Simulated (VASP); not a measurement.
# Al14CN16 (a cell with a defect) (C_Al-V_Al) in VASP: further runs, part 2 of 2

VASP 6.6.1. Earlier steps stand in the parts before.

## (4) Single point, r2SCAN

File POSCAR:

```
Al14CN16
1.0
    6.2595139128      0.0000000578      0.0000000000
   -3.1297570064      5.4208980350      0.0000000000
    0.0000000000      0.0000000000     10.0348065929
C N Al
1 16 14
Direct
    0.3810373572      0.2473804982      0.2696050067
    0.3572849853      0.1822657437      0.3968436401
    0.2101063637      0.3097209257      0.1992548755
    0.3282160165      0.1502000077      0.9415846337
    0.1672249013      0.3328028446      0.7126232364
    0.3479675074      0.7044944349      0.4397034497
    0.1207273831      0.7371617744      0.1792781921
    0.3378245596      0.6691790972      0.9380790041
    0.1667307601      0.8403156091      0.6824240331
    0.8306143955      0.1714080154      0.4404423881
    0.6137456545      0.3159902295      0.1994763070
    0.8324691988      0.1746186997      0.9509693636
    0.6621709812      0.3333622938      0.6848622092
    0.8311850969      0.6771985119      0.4385645731
    0.6718818211      0.8344457456      0.1886104847
    0.8240996874      0.6610980920      0.9363500082
    0.6687041740      0.8394944087      0.6928199176
    0.3282391526      0.1688616887      0.7491053757
    0.1774055076      0.3318023044      0.9956302890
    0.3353836795      0.6611493329      0.2615020582
    0.1709195159      0.8488362288      0.4865567447
    0.3291265339      0.6639491886      0.7413023117
    0.1587437131      0.8142620618      1.0029076924
    0.8431567157      0.1611219214      0.2630956738
    0.6807459714      0.3394804084      0.4917256020
    0.8393097850      0.1759802184      0.7471748906
    0.6544028065      0.3292866533      1.0062543065
    0.8298893671      0.6663224018      0.2522206292
    0.6667093545      0.8496245528      0.4992115607
    0.8307356598      0.6698031849      0.7447062647
    0.6662304613      0.8348532101      0.9998997702
```

File INCAR.step1:

```
PREC     = Accurate       # precision mode
ENCUT    = 520            # plane-wave cutoff, eV
ISMEAR   = -1             # smearing method
SIGMA    = 0.01           # smearing width, eV
LREAL    = Auto         
LASPH    = T              # aspherical terms in the spheres
NELM     = 80             # most SCF steps
NBANDS   = 84             # bands
NELECT   = 128.0        
GGA      = PE             # functional
ALGO     = Normal         # electronic algorithm
EDIFF    = 1E-4           # SCF threshold, eV
LWAVE    = T              # write WAVECAR
LCHARG   = F              # write CHGCAR
```

File INCAR.step2:

```
PREC     = Accurate       # precision mode
ENCUT    = 520            # plane-wave cutoff, eV
EDIFF    = 1E-6           # SCF threshold, eV
ISMEAR   = -1             # smearing method
SIGMA    = 0.01           # smearing width, eV
LREAL    = Auto         
LASPH    = T              # aspherical terms in the spheres
NELM     = 80             # most SCF steps
ALGO     = Normal         # electronic algorithm
ISIF     = 2              # what is computed and relaxed
LWAVE    = F              # write WAVECAR
LCHARG   = F              # write CHGCAR
METAGGA  = R2SCAN         # meta-GGA
LMIXTAU  = T            
NBANDS   = 84             # bands
NELECT   = 128.0        
ISTART   = 1
```

File KPOINTS:

```
Automatic mesh
0
Gamma
  1 1 1
  0.25 0.25 0.25
```

Potentials or basis: VASP PAW PBE potentials, release 64 (C, N, Al).

The run is started by

```console
cat potpaw_PBE.64/C/POTCAR potpaw_PBE.64/N/POTCAR potpaw_PBE.64/Al/POTCAR > POTCAR
cp INCAR.step1 INCAR
mpirun -np 1 vasp_std > vasp.out
cp INCAR.step2 INCAR
mpirun -np 1 vasp_std > vasp.out
```

OUTCAR:

```text
PREC = Accurate
   ENCUT = 520
   EDIFF = 1E-6
   ISMEAR = -1
   LREAL = Auto
   LASPH = T
   NELM = 80
   ISIF = 2
   METAGGA = R2SCAN
   NELECT = 128.0
   ISTART = 1

 ion  position               nearest neighbor table
   1  0.381  0.247  0.270-   2 1.33  11 1.48   3 1.49
   2  0.357  0.182  0.397-   1 1.33  25 2.00  21 2.02
   3  0.210  0.310  0.199-   1 1.49  20 2.03  19 2.07  24 2.10
   4  0.328  0.150  0.942-  19 1.88  27 1.89  23 1.92  18 1.94
   5  0.167  0.333  0.713-  18 1.80  26 1.81  22 1.82
   6  0.348  0.704  0.440-  20 1.80  21 1.81  29 1.83
   7  0.121  0.737  0.179-  28 1.80  23 1.82  20 1.83
   8  0.338  0.669  0.938-  23 1.88  31 1.89  19 1.92  22 1.98
   9  0.167  0.840  0.682-  18 1.90  30 1.93  22 1.93  21 1.97
  10  0.831  0.171  0.440-  24 1.78  25 1.80  29 1.84
  11  0.614  0.316  0.199-   1 1.48  27 1.95  28 1.99  24 2.19
  12  0.832  0.175  0.951-  27 1.89  31 1.91  19 1.93  26 2.05
  13  0.662  0.333  0.685-  26 1.92  30 1.92  18 1.92  25 1.94
  14  0.831  0.677  0.439-  28 1.87  21 1.90  25 1.91  29 1.93
  15  0.672  0.834  0.189-  28 1.88  31 1.89  24 1.92  20 1.97
  16  0.824  0.661  0.936-  31 1.91  30 1.92  27 1.93  23 1.94
  17  0.669  0.839  0.693-  30 1.87  26 1.90  22 1.90  29 1.94
[... 6 lines left out ...]
  21  0.171  0.849  0.487-   6 1.81  14 1.90   9 1.97   2 2.02  20 2.96  28 2.99  29 3.10  25 3.13
                            25 3.13  18 3.15  29 3.16  22 3.16  30 3.18
  22  0.329  0.664  0.741-   5 1.82  17 1.90   9 1.93   8 1.98  29 3.04  26 3.06  18 3.10  30 3.12
                            19 3.12  30 3.14  23 3.15  21 3.16  18 3.16  31 3.17  26 3.20
  23  0.159  0.814  0.003-   7 1.82   8 1.88   4 1.92  16 1.94  28 3.07  19 3.08  27 3.10  31 3.11
                            30 3.14  22 3.15  31 3.15  20 3.15  27 3.17  19 3.18  18 3.19
  24  0.843  0.161  0.263-  10 1.78  15 1.92   3 2.10  11 2.19  29 2.91  25 2.95  28 3.06  20 3.11
                            20 3.15  31 3.18  28 3.21  27 3.22  19 3.24
  25  0.681  0.339  0.492-  10 1.80  14 1.91  13 1.94   2 2.00  24 2.95  28 2.99  29 3.02  26 3.10
                            30 3.11  21 3.13  21 3.13  18 3.21  29 3.24
  26  0.839  0.176  0.747-   5 1.81  17 1.90  13 1.92  12 2.05  29 3.05  22 3.06  18 3.08  19 3.10
                            25 3.10  30 3.12  31 3.14  30 3.14  18 3.18  27 3.18  22 3.20
  27  0.654  0.329  0.006-   4 1.89  12 1.89  16 1.93  11 1.95  19 3.00  28 3.07  23 3.10  18 3.13
                            31 3.13  31 3.13  23 3.17  26 3.18  30 3.21  24 3.22  19 3.27
  28  0.830  0.666  0.252-   7 1.80  14 1.87  15 1.88  11 1.99  25 2.99  21 2.99  24 3.06  27 3.07
                            23 3.07  20 3.08  31 3.11  29 3.11  20 3.18  24 3.21
  29  0.667  0.850  0.499-   6 1.83  10 1.84  14 1.93  17 1.94  24 2.91  20 2.99  25 3.02  22 3.04
                            26 3.05  30 3.09  21 3.10  28 3.11  21 3.16  25 3.24
  30  0.831  0.670  0.745-  17 1.87  13 1.92  16 1.92   9 1.93  29 3.09  25 3.11  26 3.12  18 3.12
                            22 3.12  31 3.12  22 3.14  18 3.14  26 3.14  23 3.14  21 3.18  27 3.21
  31  0.666  0.835  1.000-   8 1.89  15 1.89  12 1.91  16 1.91  19 3.11  28 3.11  23 3.11  30 3.12
                            27 3.13  27 3.13  26 3.14  23 3.15  19 3.16  22 3.17  20 3.18  24 3.18

  LATTYP: Found a hexagonal cell.
 ALAT       =     6.2595139128
 C/A-ratio  =     1.6031287306

  Lattice vectors:

 A1 = (   6.2595139128,   0.0000000578,   0.0000000000)
 A2 = (  -3.1297570064,   5.4208980350,   0.0000000000)
 A3 = (   0.0000000000,   0.0000000000,  10.0348065929)

Analysis of symmetry for initial positions (statically):
=====================================================================
 Subroutine PRICEL returns:
 Original cell was already a primitive cell.

 Routine SETGRP: Setting up the symmetry group for a
 hexagonal supercell.

 Subroutine GETGRP returns: Found  1 space group operations
 (whereof  1 operations were pure point group operations)
 out of a pool of 24 trial point group operations.

The static configuration has the point symmetry C_1 .

Analysis of symmetry for dynamics (positions and initial velocities):
[... 141 lines left out ...]
   PREC   = accura    normal or accurate (medium, high low for compatibility)
   ISTART =      1    job   : 0-new  1-cont  2-samecut
   ICHARG =      0    charge: 1-file 2-atom 10-const
   ISPIN  =      1    spin polarized calculation?
   LNONCOLLINEAR =      F non collinear calculations
   LSORBIT =      F    spin-orbit coupling
   LASPH  =      T    aspherical Exc in radial PAW
   ENCUT  =  520.0 eV  38.22 Ry    6.18 a.u.  11.64 11.64 18.66*2*pi/ulx,y,z
   NELM   =     80;   NELMIN=  2; NELMDL=  0     # of ELM steps
   EDIFF  = 0.1E-05   stopping-criterion for ELM
   LREAL  =      T    real-space projection
   EDIFFG = 0.1E-04   stopping-criterion for IOM
   NSW    =      0    number of steps for IOM
   IBRION =     -1    ionic relax: 0-MD 1-quasi-New 2-CG
   NFREE  =      0    steps in history (QN), initial steepest desc. (CG)
   ISIF   =      2    stress and relaxation
   ISYM   =      2    0-nonsym 1-usesym 2-fastsym
   POTIM  = 0.5000    time-step for ionic-motion
   TEBEG  =    0.0;   TEEND  =   0.0 temperature during run
   PSTRESS=    0.0 pullay stress
   NELECT =     128.0000    total number of electrons
   NUPDOWN=      -1.0000    fix difference up-down
   EMIN   =  10.00;   EMAX   =-10.00  energy-range for DOS
   EFERMI =   0.00;   METHOD = LEGACY
   ISMEAR =    -1;   SIGMA  =   0.01  broadening in eV -4-tet -1-fermi 0-gaus
   EFERMI_NEDOS =   21; number of points for ismear=-14 and -15
   IALGO  =     38    algorithm
   IMIX   =      4    mixing-type and parameters
     AMIX     =   0.40;   BMIX     =  1.00
     AMIX_MAG =   1.60;   BMIX_MAG =  1.00
  volume/ion in A,a.u.               =      10.98        74.12
  Fermi-wavevector in a.u.,A,eV,Ry     =   1.181511  2.232733 18.993310  1.395969
  Thomas-Fermi vector in A             =   2.317783
   LORBIT       =      0    0 simple, 1 ext, 2 COOP (PROOUT), +10 PAW based schemes
   METAGGA = R2SCAN    functional components
   LHFCALC =     F    Hartree Fock is set to
   AEXX    =    0.0000 exact exchange contribution
   IVDW    =     0    specifies the selected vdW correction
   LEPSILON=     F    determine dielectric tensor
   LRPA    =     F    only Hartree local field effects (RPA)
 non-spin polarized calculation
  energy-cutoff  :      520.00
  volume of cell :      340.50
 maximum number of plane-waves:      9148
 NGX is ok and might be reduce to    48
   NGX = 23   NGY = 23   NGZ = 37

 number of electron     128.0000003 magnetization

 Free energy of the ion-electron system (eV)
  ---------------------------------------------------
  ext. energy  EPLUGINS =         0.00000000
  ---------------------------------------------------
  free energy    TOTEN  =      -279.63227638 eV

  energy without entropy =     -279.63227638  energy(sigma->0) =     -279.63227638

 E-fermi :   6.6559     XC(G=0): -11.1599

 val. band max:        6.3512424305   @ k =  -0.2500   0.5000   0.2500
 cond. band min:       8.9523122905   @ k =   0.2500   0.2500   0.2500
 fundamental gap:      2.6010698601
 Fermi energy:         6.6559308076

 k-point     1 :       0.2500    0.2500    0.2500
  band No.  band energies     occupation
      1     -13.7183      2.00000
      2     -10.5425      2.00000
      3     -10.3351      2.00000
      4     -10.2140      2.00000
      5      -9.8089      2.00000
      6      -9.7395      2.00000
[... 463 lines left out ...]
     75      12.5093      0.00000
     76      12.6935      0.00000
 [bands above 76 left out]

------------------------ aborting loop because EDIFF is reached ----------------------------------------

  FORCE on cell =-STRESS in cart. coord.  units (eV):
  Direction    XX          YY          ZZ          XY          YZ          ZX
  --------------------------------------------------------------------------------------
  -------------------------------------------------------------------------------------
  Total       -0.2271930      5.1121184      5.3685619     -0.1663069      4.7669695     -2.3158448
  in kB       -1.0690173     24.0541842     25.2608345     -0.7825284     22.4301462    -10.8968047
  external PRESSURE =      16.0820005 kB  Pullay stress =       0.0000000 kB

 VOLUME and BASIS-vectors are now :
 -----------------------------------------------------------------------------
  energy-cutoff  :      520.00
  volume of cell :      340.50
      direct lattice vectors                 reciprocal lattice vectors
     6.259513913  0.000000058  0.000000000     0.159756813  0.092235641  0.000000000
    -3.129757006  5.420898035  0.000000000    -0.000000002  0.184471279  0.000000000
     0.000000000  0.000000000 10.034806593     0.000000000  0.000000000  0.099653141

 POSITION                                       TOTAL-FORCE (eV/Angst)
 -----------------------------------------------------------------------------------
      1.61087      1.34102      2.70543        -0.134179     -0.046634      0.332708
      1.66598      0.98804      3.98225         0.134396     -0.136186     -0.125226
      0.34581      1.67897      1.99948        -0.123915     -0.042281     -0.057933
      1.58438      0.81422      9.44862         0.227406      0.005738      0.089870
      0.00515      1.80409      7.15104        -0.231441      0.140344      0.142691
     -0.02679      3.81899      4.41234         0.140779      0.118469     -0.199124
[... 23 lines left out ...]
      3.10368      3.63093      7.47298         0.141469     -0.071991     -0.012610
      1.55739      4.52565     10.03380        -0.112558      0.068403      0.029566
 -----------------------------------------------------------------------------------
    total drift:                               -0.004224     -0.001211     -0.042418

  FREE ENERGIE OF THE ION-ELECTRON SYSTEM (eV)
  ---------------------------------------------------
  free  energy   TOTEN  =      -279.6322763766 eV

  energy  without entropy=     -279.6322763766  energy(sigma->0) =     -279.63227638
```

Wall time 7.5 min (1 thread of Intel Xeon 6975P-C (Granite Rapids), shared host); peak memory 0.53 GiB.

What came out:

- Free energy: -279.6323 eV
- Largest force: 0.424 eV/Å

Forces in eV/Å, atoms in the order of the input:
```
C   -0.134 -0.047  0.333
N    0.134 -0.136 -0.125
N   -0.124 -0.042 -0.058
N    0.227  0.006  0.090
N   -0.231  0.140  0.143
N    0.141  0.118 -0.199
N    0.123  0.101 -0.090
N    0.193 -0.134 -0.038
N   -0.172  0.095  0.154
N   -0.081 -0.199 -0.196
N   -0.063  0.411 -0.082
N    0.135 -0.154 -0.003
N   -0.148  0.105  0.149
N    0.152  0.012 -0.019
N   -0.180 -0.008 -0.055
N    0.144 -0.069 -0.004
N   -0.184  0.119 -0.139
Al   0.093 -0.075 -0.040
Al  -0.079  0.024 -0.069
Al   0.023  0.121  0.092
Al   0.011 -0.021  0.018
Al   0.118 -0.123 -0.021
Al  -0.094  0.035  0.041
Al   0.091 -0.210  0.195
Al  -0.034  0.048  0.044
Al   0.173 -0.060 -0.056
Al  -0.145  0.003 -0.127
Al   0.028 -0.107  0.023
Al  -0.144  0.051  0.021
Al   0.141 -0.072 -0.013
Al  -0.113  0.068  0.030
```

Levels at points of the mesh, in eV from the Fermi level:
| k point | band 60 | band 61 | band 62 | band 63 | band 64 | band 65 | band 66 | band 67 | band 68 | band 69 |
| --- | --- | --- | --- | --- | --- | --- | --- | --- | --- | --- |
| (0.25, 0.25, 0.25) | -1.97 | -1.66 | -1.32 | -0.94 | -0.54 | 2.30 | 3.71 | 4.43 | 4.64 | 4.89 |

Caveat: the k points lie up to 1.16 Å⁻¹ apart; the cell carries a net charge on a neutralising background, which shifts energy and pressure; the cell is charged against a uniform background, so pressure and absolute levels hang on convention; the PAW data sets were made with another functional, which shifts forces and pressure a little.
